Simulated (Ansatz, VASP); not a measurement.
# In in VASP and in Ansatz

```xyz
3
Lattice="5.3153 0.0000 0.0000 -2.6577 4.6032 0.0000 0.0000 0.0000 3.1725" Properties=species:S:1:pos:R:3 pbc="T T T"
In    0.0000    0.0000    0.0000
In    0.0000    3.0688    1.5862
In    2.6577    1.5344    1.5862
```

Alike in both runs: functional PBEsol; k mesh 6 × 6 × 6; occupations gaussian, width 0.1 eV; no spin polarisation.

Ansatz relaxed the structure, and its values are those at the end. VASP's run is a single point on that final structure, the one shown.

```csv
,VASP,Ansatz
version,VASP 6.6.1,Ansatz 0.2.0
potentials or method,"VASP PAW PBE potentials, release 64 (In_d), cutoff 500 eV","scalar-relativistic, plane waves, PAW"
valence electrons in the cell,39,39
```

|  | VASP | Ansatz | Ansatz less VASP |
| --- | --- | --- | --- |
| gap on the k mesh at the Fermi level (eV) | none | none | - |
| pressure (GPa) | -0.1 | 0.0 | +0.04 |

VASP's potentials were made for PBE, not for PBEsol. A gap of «none» marks a metal or a gap that the smearing closes.
